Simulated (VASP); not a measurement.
# ZnS (P1) in VASP: further runs, part 2 of 2

VASP 6.6.1. Earlier steps stand in the parts before.

### Step 3. Single point, r2SCAN (atom 1 (Zn) moved by (-0.450, +0.000) A along [1 1 0] and z)

Input file POSCAR:

```
ZnS
1.0
    3.8109987816      0.0000000000      0.0000000000
   -1.9054993908      3.3004217586      0.0000000000
    0.0000000000      0.0000000000      6.2340000000
Zn S
2 2
Direct
    0.2016330072      0.5702553366      0.0000000000
    0.6666666667      0.3333333333      0.5000000000
    0.3333333333      0.6666666667      0.3850000000
    0.6666666667      0.3333333333      0.8850000000
```

Input file INCAR.step1:

```
PREC = Accurate ; ENCUT = 520
ISMEAR = 0 ; SIGMA = 0.05
LREAL = False ; LASPH = True
NELM = 100 ; NBANDS = 26
GGA = PE ; ALGO = Normal
EDIFF = 1E-4 ; LWAVE = True
LCHARG = False
```

Input file INCAR.step2:

```
PREC = Accurate ; ENCUT = 520
EDIFF = 1E-7 ; ISMEAR = 0
SIGMA = 0.05 ; LREAL = False
LASPH = True ; NELM = 100
ALGO = Normal ; ISIF = 2
LWAVE = False ; LCHARG = False
METAGGA = R2SCAN ; LMIXTAU = True
NBANDS = 26 ; ISTART = 1
```

Input file KPOINTS:

```
regular mesh
0
Gamma
  6 6 4
```

Potentials or basis: VASP PAW PBE potentials, release 64 (Zn, S).

The run is started by

```sh
> cat potpaw_PBE.64/Zn/POTCAR potpaw_PBE.64/S/POTCAR > POTCAR
> cp INCAR.step1 INCAR
> mpirun -np 1 vasp_std > vasp.out
> cp INCAR.step2 INCAR
> mpirun -np 1 vasp_std > vasp.out
```

OUTCAR:

```text
PREC = Accurate
   ENCUT = 520
   EDIFF = 1E-7
   ISMEAR = 0
   LREAL = False
   LASPH = True
   NELM = 100
   ISIF = 2
   METAGGA = R2SCAN
   ISTART = 1

 ion  position               nearest neighbor table
   1  0.202  0.570  0.000-   4 1.91   3 2.44   4 2.46   4 2.64
   2  0.667  0.333  0.500-   3 2.31   3 2.31   3 2.31   4 2.40
   3  0.333  0.667  0.385-   2 2.31   2 2.31   2 2.31   1 2.44
   4  0.667  0.333  0.885-   1 1.91   2 2.40   1 2.46   1 2.64

  LATTYP: Found a hexagonal cell.
 ALAT       =     3.8109987816
 C/A-ratio  =     1.6357916539

  Lattice vectors:

 A1 = (   3.8109987816,   0.0000000000,   0.0000000000)
 A2 = (  -1.9054993908,   3.3004217586,   0.0000000000)
 A3 = (   0.0000000000,   0.0000000000,   6.2340000000)

Analysis of symmetry for initial positions (statically):
=====================================================================
 Subroutine PRICEL returns:
 Original cell was already a primitive cell.

 Routine SETGRP: Setting up the symmetry group for a
 hexagonal supercell.

 Subroutine GETGRP returns: Found  1 space group operations
 (whereof  1 operations were pure point group operations)
 out of a pool of 24 trial point group operations.

The static configuration has the point symmetry C_1 .

Analysis of symmetry for dynamics (positions and initial velocities):
=====================================================================
 Subroutine PRICEL returns:
 Original cell was already a primitive cell.

 Routine SETGRP: Setting up the symmetry group for a
 hexagonal supercell.

 Subroutine GETGRP returns: Found  1 space group operations
 (whereof  1 operations were pure point group operations)
 out of a pool of 24 trial point group operations.

The dynamic configuration has the point symmetry C_1 .

 Subroutine INISYM returns: Found  1 space group operations
[... 111 lines left out ...]
   PSTRESS=    0.0 pullay stress
   NELECT =      36.0000    total number of electrons
   NUPDOWN=      -1.0000    fix difference up-down
   EMIN   =  10.00;   EMAX   =-10.00  energy-range for DOS
   EFERMI =   0.00;   METHOD = LEGACY
   ISMEAR =     0;   SIGMA  =   0.05  broadening in eV -4-tet -1-fermi 0-gaus
   EFERMI_NEDOS =   21; number of points for ismear=-14 and -15
   IALGO  =     38    algorithm
   IMIX   =      4    mixing-type and parameters
     AMIX     =   0.40;   BMIX     =  1.00
     AMIX_MAG =   1.60;   BMIX_MAG =  1.00
  volume/ion in A,a.u.               =      19.60       132.29
  Fermi-wavevector in a.u.,A,eV,Ry     =   1.262944  2.386617 21.701656  1.595027
  Thomas-Fermi vector in A             =   2.396326
   LORBIT       =      0    0 simple, 1 ext, 2 COOP (PROOUT), +10 PAW based schemes
   METAGGA = R2SCAN    functional components
   LHFCALC =     F    Hartree Fock is set to
   AEXX    =    0.0000 exact exchange contribution
   IVDW    =     0    specifies the selected vdW correction
   LEPSILON=     F    determine dielectric tensor
   LRPA    =     F    only Hartree local field effects (RPA)
 non-spin polarized calculation
 Gauss-broadening in eV      SIGMA  =   0.05
  energy-cutoff  :      520.00
  volume of cell :       78.41
 maximum number of plane-waves:      2133
   NGX = 15   NGY = 15   NGZ = 23

 number of electron      35.9999982 magnetization

 Free energy of the ion-electron system (eV)
  ---------------------------------------------------
  ext. energy  EPLUGINS =         0.00000000
  ---------------------------------------------------
  free energy    TOTEN  =       -36.62179524 eV

  energy without entropy =      -36.62179524  energy(sigma->0) =      -36.62179524

 E-fermi :   2.2859     XC(G=0): -10.2905

 val. band max:        2.0437363426   @ k =   0.0000   0.0000   0.0000
 cond. band min:       4.7265394069   @ k =   0.0000   0.0000   0.0000
 fundamental gap:      2.6828030643
 Fermi energy:         2.2858721221

 k-point     1 :       0.0000    0.0000    0.0000
  band No.  band energies     occupation
      1     -12.0221      2.00000
      2     -11.0430      2.00000
      3      -5.3420      2.00000
      4      -5.0220      2.00000
      5      -4.9440      2.00000
      6      -4.6387      2.00000
[... 685 lines left out ...]
     25      10.5801      0.00000
     26      11.3036      0.00000

 [... further k-points ...]
[... 5 lines left out ...]
  --------------------------------------------------------------------------------------
  -------------------------------------------------------------------------------------
  Total        7.1052493      1.3237670      0.5253309      3.8850725      1.7346177      3.6255995
  in kB      145.1826957     27.0487437     10.7341699     79.3843068     35.4437208     74.0824538
  external PRESSURE =      60.9885365 kB  Pullay stress =       0.0000000 kB

 VOLUME and BASIS-vectors are now :
 -----------------------------------------------------------------------------
  energy-cutoff  :      520.00
  volume of cell :       78.41
      direct lattice vectors                 reciprocal lattice vectors
     3.810998782  0.000000000  0.000000000     0.262398405  0.151495789  0.000000000
    -1.905499391  3.300421759  0.000000000     0.000000000  0.302991579  0.000000000
     0.000000000  0.000000000  6.234000000     0.000000000  0.000000000  0.160410651

 POSITION                                       TOTAL-FORCE (eV/Angst)
 -----------------------------------------------------------------------------------
     -0.31820      1.88208      0.00000         5.629069      3.005426      2.464462
      1.90550      1.10014      3.11700         0.018134      0.034926      0.333231
     -0.00000      2.20028      2.40009        -0.084508     -0.135323     -0.486486
      1.90550      1.10014      5.51709        -5.562695     -2.905029     -2.311207
 -----------------------------------------------------------------------------------
    total drift:                               -0.002276      0.003997      0.005473

  FREE ENERGIE OF THE ION-ELECTRON SYSTEM (eV)
  ---------------------------------------------------
  free  energy   TOTEN  =       -36.6217952371 eV

  energy  without entropy=      -36.6217952371  energy(sigma->0) =      -36.62179524
```

OSZICAR.step1:

```text
N       E                     dE             d eps       ncg     rms          rms(c)
DAV:   1     0.248207808645E+03    0.24821E+03   -0.17100E+04  3952   0.167E+03
DAV:   2     0.117355291114E+02   -0.23647E+03   -0.22640E+03  4034   0.351E+02
DAV:   3    -0.130144358436E+02   -0.24750E+02   -0.24511E+02  4802   0.114E+02
DAV:   4    -0.136117734922E+02   -0.59734E+00   -0.59612E+00  4488   0.178E+01
DAV:   5    -0.136213278532E+02   -0.95544E-02   -0.95520E-02  4792   0.222E+00    0.118E+01
DAV:   6    -0.125933328781E+02    0.10280E+01   -0.19103E+00  5450   0.421E+01    0.866E+00
DAV:   7    -0.125926431343E+02    0.68974E-03   -0.16899E+00  4194   0.779E+00    0.374E+00
DAV:   8    -0.125798714822E+02    0.12772E-01   -0.62209E-02  4648   0.336E+00    0.131E+00
DAV:   9    -0.125799143984E+02   -0.42916E-04   -0.16107E-02  4758   0.176E+00    0.308E-01
DAV:  10    -0.125800559084E+02   -0.14151E-03   -0.11485E-03  4698   0.699E-01    0.118E-01
DAV:  11    -0.125802203973E+02   -0.16449E-03   -0.26378E-04  3994   0.290E-01    0.507E-02
DAV:  12    -0.125802835757E+02   -0.63178E-04   -0.10003E-04  3022   0.118E-01
   1 F= -.12580284E+02 E0= -.12580284E+02  d E =-.695523E-18
```

It took 3.7 min on 1 thread of Intel Xeon 6975P-C (Granite Rapids), shared host; peak memory 0.28 GiB.

Results:

```
Free energy            : -36.6218 eV
Pressure               : 6.1 GPa
Largest force          : 6.841 eV/Å
Band gap on the k mesh : 2.68 eV, direct
```

Forces on the atoms (eV/Å):
```
Zn   5.629  3.005  2.464
Zn   0.018  0.035  0.333
S   -0.085 -0.135 -0.486
S   -5.563 -2.905 -2.311
```

Stress tensor (GPa, compression positive):
```
14.52  7.94  7.41
 7.94  2.70  3.54
 7.41  3.54  1.07
```

Caveat: the cell differs from its parent crystal (atom 1 (Zn) moved by (-0.450, +0.000) A along [1 1 0] and z); the PAW data sets were made with another functional, which shifts forces and pressure a little.

### Step 4. Single point, r2SCAN (atom 1 (Zn) moved by (-0.450, +0.450) A along [1 1 0] and z)

POSCAR: that of step 3 with these lines changed.

```diff
@@ -8,3 +8,3 @@
 Direct
-    0.2016330072      0.5702553366      0.0000000000
+    0.2016330072      0.5702553366      0.0721847931
     0.6666666667      0.3333333333      0.5000000000
```

Input file INCAR.step1:

```
PREC = Accurate ; ENCUT = 520
ISMEAR = 0 ; SIGMA = 0.05
LREAL = F ; LASPH = T
NELM = 100 ; NBANDS = 26
GGA = PE ; ALGO = Normal
EDIFF = 1E-4 ; LWAVE = T
LCHARG = F
```

Input file INCAR.step2:

```
PREC = Accurate ; ENCUT = 520
EDIFF = 1E-6 ; ISMEAR = 0
SIGMA = 0.05 ; LREAL = F
LASPH = T ; NELM = 100
ALGO = Normal ; ISIF = 2
LWAVE = F ; LCHARG = T
METAGGA = R2SCAN ; LMIXTAU = T
LELF = T ; LVHAR = T
NBANDS = 26 ; ISTART = 1
```

Input file KPOINTS:

```
Automatic mesh
0
Gamma
  6 6 4
```

The run is started by

```sh
> cat potpaw_PBE.64/Zn/POTCAR potpaw_PBE.64/S/POTCAR > POTCAR
> cp INCAR.step1 INCAR
> mpirun -np 1 vasp_std > vasp.out
> cp INCAR.step2 INCAR
> mpirun -np 1 vasp_std > vasp.out
```

Wall time 3.7 min (1 thread of Intel Xeon 6975P-C (Granite Rapids), shared host); peak memory 0.28 GiB.

Results (log left out):

```
Free energy            : -36.5667 eV
Pressure               : 5.7 GPa
Largest force          : 4.390 eV/Å
Band gap on the k mesh : 1.86 eV, direct
```

Forces on the atoms (eV/Å):
```
Zn   1.077  0.353 -4.242
Zn   0.040  0.065  1.267
S    0.544  0.444  3.397
S   -1.660 -0.862 -0.422
```

Stress tensor (GPa, compression positive):
```
 3.16  2.22  5.16
 2.22  1.42  3.38
 5.16  3.38 12.48
```

Levels at points of the mesh, in eV from the valence-band top:
```csv
k point,band 16,band 17,band 18,band 19,band 20,band 21
"(0.00, 0.00, 0.00)",-1.19,-0.26,0.00,1.86,3.35,5.67
"(0.50, 0.00, 0.00)",-3.27,-2.80,-0.78,3.09,4.54,5.17
"(0.00, 0.50, 0.00)",-3.27,-2.45,-0.86,2.90,4.19,4.41
"(0.50, 0.50, 0.00)",-3.20,-2.63,-0.77,2.83,4.31,4.56
"(0.00, 0.00, 0.50)",-1.87,-0.65,-0.03,2.75,4.47,5.61
"(0.50, 0.00, 0.50)",-2.86,-1.97,-1.13,2.73,3.32,4.76
"(0.00, 0.50, 0.50)",-2.70,-1.95,-1.15,2.65,3.32,4.68
"(0.50, 0.50, 0.50)",-2.91,-1.98,-1.00,2.68,3.38,4.66
```

Caveat: the cell differs from its parent crystal (atom 1 (Zn) moved by (-0.450, +0.450) A along [1 1 0] and z); the PAW data sets were made with another functional, which shifts forces and pressure a little.
